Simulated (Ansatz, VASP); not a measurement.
Rb in VASP and in Ansatz

```
Rb
1.0
    -2.80250    2.80250    2.80250
     2.80250   -2.80250    2.80250
     2.80250    2.80250   -2.80250
Rb
1
Direct
  0.00000 0.00000 0.00000
```

Alike in both runs: task single point; functional PBE; k mesh 10 × 10 × 10; occupations gaussian, width 0.1 eV; no spin polarisation.

|  | VASP | Ansatz |
| --- | --- | --- |
| version | VASP 6.6.1 | Ansatz 0.2.0 |
| potentials or method | VASP PAW PBE potentials, release 64 (Rb_sv), cutoff 520 eV | scalar-relativistic, plane waves, PAW |
| valence electrons in the cell | 9 | 9 |

|  | VASP | Ansatz | Ansatz less VASP |
| --- | --- | --- | --- |
| gap on the k mesh at the Fermi level (eV) | none | none | - |
| pressure (GPa) | 0.1 | 0.1 | 0.00 |

A gap of «none» marks a metal or a gap that the smearing closes. With one functional, cell and mesh, what is left measures potentials, basis and numerics.
